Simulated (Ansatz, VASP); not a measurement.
## RbHgH3 in VASP and in Ansatz

```
Rb Hg H
1.0
     4.19926    0.00000    0.00000
     0.00000    4.19926    0.00000
     0.00000    0.00000    4.19926
Rb Hg H
1 1 3
Direct
  0.50000 0.50000 0.50000
  0.00000 0.00000 0.00000
  0.50000 0.00000 0.00000
  0.00000 0.50000 0.00000
  0.00000 0.00000 0.50000
```

Alike in both runs: task relaxation of cell and atoms; functional PBE; k mesh 10 × 10 × 10; occupations gaussian, width 0.1 eV; no spin polarisation.

```csv
,VASP,Ansatz
version,VASP 6.6.1,Ansatz 0.2.0
potentials or method,"VASP PAW PBE potentials, release 64 (Rb_sv, Hg, H), cutoff 600 eV","scalar-relativistic, plane waves, PAW"
valence electrons in the cell,24,32
```

```csv
,VASP,Ansatz,Ansatz less VASP
"gap on the k mesh at the Fermi level, each at its own relaxed structure (eV)",none,none,-
relaxed volume (Å³/atom),14.85,14.84,-0.007
relaxed cell length with the largest relative difference (Å),4.203,4.202,-0.0007
```

A gap of «none» marks a metal or a gap that the smearing closes. VASP's potentials hold 24 valence electrons a cell and Ansatz's 32, so a difference there can come from the potentials and not from the codes.

Spin-orbit coupling is off throughout.
